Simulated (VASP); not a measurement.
Wanted: the native input for a VASP 6.6.1 run.

| Quantity | Value |
| --- | --- |
| Task | single point |
| Functional | PBEsol |
| Dispersion | D3(BJ) |
| Potentials or basis | VASP PAW PBE potentials, release 64 (Al) |
| Cutoff | 520 eV |
| k mesh | 18 × 18 × 10 |
| Occupations | gaussian, width 0.15 eV |
| Spin | no spin polarisation |
| Dipole correction | no |
| Further INCAR settings | ALGO = Fast; EDIFF = 1e-06; NBANDS = 10 |

The structure of Al lies in POSCAR:

```
Al
1.0
    2.9530781191      0.0000000000      0.0000000000
   -1.4765390595      2.5574406705      0.0000000000
    0.0000000000      0.0000000000      5.1101925000
Al
2
Direct
    0.6666666667      0.3333333333      0.7500000000
    0.3333333333      0.6666666667      0.2500000000
```

This isn't the form of Al at room conditions, which is fcc.

This cell differs from its parent crystal: strain +0.050 along x and y, +0.050 along z.

The input as run:

INCAR

```
SYSTEM = Al
  PREC = Accurate
  ENCUT = 520
  EDIFF = 1E-6
  ISMEAR = 0
  SIGMA = 0.15
  LREAL = .False.
  LASPH = .True.
  NELM = 100
  ALGO = Fast
  ISIF = 2
  LWAVE = .False.
  LCHARG = .False.
  GGA = PS
  IVDW = 12
  NBANDS = 10
```

KPOINTS

```
Automatic mesh
0
Gamma
  18 18 10
  0 0 0
```

Potentials or basis: VASP PAW PBE potentials, release 64 (Al).

The run is started by

```console
$ cat potpaw_PBE.64/Al/POTCAR > POTCAR
$ mpirun -np 1 vasp_std > vasp.out
```

It gave:

```yaml
Pressure: -11.2 GPa
Band_gap_on_the_k_mesh: zero (bands 3 and 4 overlap by 6.37 eV)
Dispersion_energy_per_atom: -0.270 eV
```

Caveat: the cell differs from its parent crystal (strain +0.050 along x and y, +0.050 along z); the cell stands under tension; the PAW data sets were made with another functional, which shifts forces and pressure a little.

Run time: 65 s on 1 thread of Intel Xeon 8259CL, on a shared host, peak memory 0.21 GiB.
